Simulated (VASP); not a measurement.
Write the native input for VASP 6.6.1 that does the following.

| Quantity | Value |
| --- | --- |
| Task | single point |
| Functional | PBE |
| Potentials or basis | VASP PAW PBE potentials, release 64 (Ho_3, Mo_sv, N), 4f in core |
| Cutoff | 600 eV |
| k mesh | 6 × 6 × 2 |
| Occupations | gaussian, width 0.1 eV |
| Spin | collinear spin |
| Starting moments | [0.0, 0.0, 1.0, 1.0, 0.0, 0.0, 0.0, 0.0] μB |
| Dipole correction | no |
| Further INCAR settings | ALGO = Normal; EDIFF = 1e-06; NBANDS = 47 |

The structure of HoMoN2 lies in POSCAR:

```
HoMoN2
1.0
    2.9873900281      0.0000000000      0.0000000000
   -1.4936950140      2.5871556553      0.0000000000
    0.0000000000      0.0000000000     12.1476082430
Ho Mo N
2 2 4
Direct
    0.0000000000      0.0000000000      0.0000000000
    0.0000000000      0.0000000000      0.5000000000
    0.0000000000      0.0000000000      0.2500000000
    0.0000000000      0.0000000000      0.7500000000
    0.3333333333      0.6666666667      0.1439522983
    0.3333333333      0.6666666667      0.3560477017
    0.6666666667      0.3333333333      0.6439522983
    0.6666666667      0.3333333333      0.8560477017
```

The cell was generated, and may not be a known phase.

The input as run:

INCAR

```
SYSTEM = HoMoN2
  PREC = Accurate
  ENCUT = 600
  EDIFF = 1E-6
  ISMEAR = 0
  SIGMA = 0.1
  LREAL = .FALSE.
  LASPH = .TRUE.
  NELM = 200
  ALGO = Normal
  ISIF = 2
  LWAVE = .FALSE.
  LCHARG = .FALSE.
  ISPIN = 2
  MAGMOM = 0 0 1 1 0 0 0 0
  LORBIT = 11
  LMAXMIX = 6
  GGA = PE
  NBANDS = 47
  GGA_COMPAT = .FALSE.
```

KPOINTS

```
Automatic mesh
0
G
  6 6 2
  0 0 0
```

Potentials or basis: VASP PAW PBE potentials, release 64 (Ho_3, Mo_sv, N), 4f in core.

The run is started by

```sh
$ cat potpaw_PBE.64/Ho_3/POTCAR potpaw_PBE.64/Mo_sv/POTCAR potpaw_PBE.64/N/POTCAR > POTCAR
$ mpirun -np 1 vasp_std > vasp.out
```

It gave:

The pressure is 1.1 GPa. The largest force is 0.099 eV/Å, the net moment is 0.81 μB per cell and the site moments are Ho +0.34; Mo +0.05; N +0.01 μB. The valence electrons inside the program's atomic spheres are Ho 9.08; Mo 12.39; N 3.67.

Caveat: the k points lie up to 0.40 Å⁻¹ apart; the magnetic or orbital state may not be the lowest.

Wall time 3.4 min on 1 thread of Intel(R) Xeon(R) Platinum 8259CL CPU @ 2.50GHz (Skylake/Cascade Lake), with other jobs on the host, peak memory 0.33 GiB.
